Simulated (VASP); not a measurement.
Hf2C, 6 atoms in the cell. The structure is tetragonal, space group I4/mcm (No. 140). The conventional cell has a = 5.822 Å, b = 5.822 Å, c = 5.054 Å, α = 90.00°, β = 90.00°, γ = 90.00°. Hf (site symmetry m2m) has 4 C at 2.50 Å and 11 Hf at 2.82 to 3.22 Å within 3.3 Å. Within 3.3 Å of C (site symmetry 422) lie 8 Hf at 2.50 Å and 2 C at 2.53 Å. 

```yaml
Program: VASP 6.6.1
Task: single point
Functional: PBEsol
Potentials_or_basis: VASP PAW PBE potentials, release 64 (Hf_pv, C)
Cutoff: 520 eV
k_mesh: 10 × 10 × 10
Occupations: gaussian, width 0.1 eV
Spin: no spin polarisation
Dipole_correction: no
Further_INCAR_settings: ALGO = Normal; EDIFF = 1e-06; NBANDS = 33
```

Potentials or basis: VASP PAW PBE potentials, release 64 (Hf_pv, C).

The run is started by

```sh
$ cat potpaw_PBE.64/Hf_pv/POTCAR potpaw_PBE.64/C/POTCAR > POTCAR
$ mpirun -np 1 vasp_std > vasp.out
```

Hardware: 1 thread of Intel(R) Xeon(R) 6975P-C (Granite Rapids), with other jobs on the host.

Task: Estimate the wall time of this run.

Result: It took 2.3 min on 1 thread of Intel(R) Xeon(R) 6975P-C (Granite Rapids), on a shared host, peak memory 0.36 GiB. Counts: scf iterations 15, k points 102.
